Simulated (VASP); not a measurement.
Here is a VASP 6.6.1 calculation.

The input INCAR:

```
  PREC = Accurate
  ENCUT = 520
  EDIFF = 1E-6
  ISMEAR = 0
  SIGMA = 0.1
  LREAL = False
  LASPH = True
  NELM = 100
  ALGO = Fast
  ISIF = 2
  LWAVE = False
  LCHARG = True
  LELF = True
  LVHAR = True
  NBANDS = 30
```

File KPOINTS:

```
Automatic mesh
0
Gamma
  12 12 10
```

POSCAR

```
YAu
1.0
    1.8279663487     -5.3790037776      0.0000000000
    1.8279663487      5.3790037776      0.0000000000
    0.0000000000      0.0000000000      4.5514702126
Y Au
2 2
Direct
    0.8608840105      0.1391159895      0.7500000000
    0.1391159895      0.8608840105      0.2500000000
    0.5868474091      0.4131525909      0.7500000000
    0.4131525909      0.5868474091      0.2500000000
```

Potentials or basis: VASP PAW LDA potentials, release 64 (Y_sv, Au).

Run with:

```sh
$ cat potpaw_LDA.64/Y_sv/POTCAR potpaw_LDA.64/Au/POTCAR > POTCAR
$ mpirun -np 1 vasp_std > vasp.out
```

(1) Estimate the band gap on the k mesh.

(2) Estimate the pressure.

(3) Predict the largest force.

Answers

(1) zero (bands 22 and 23 overlap by 1.67 eV).

(2) 0.1 GPa.

(3) 0.004 eV/Å.

Caveat: spin-orbit coupling is left out, which moves the levels of the heavy elements.
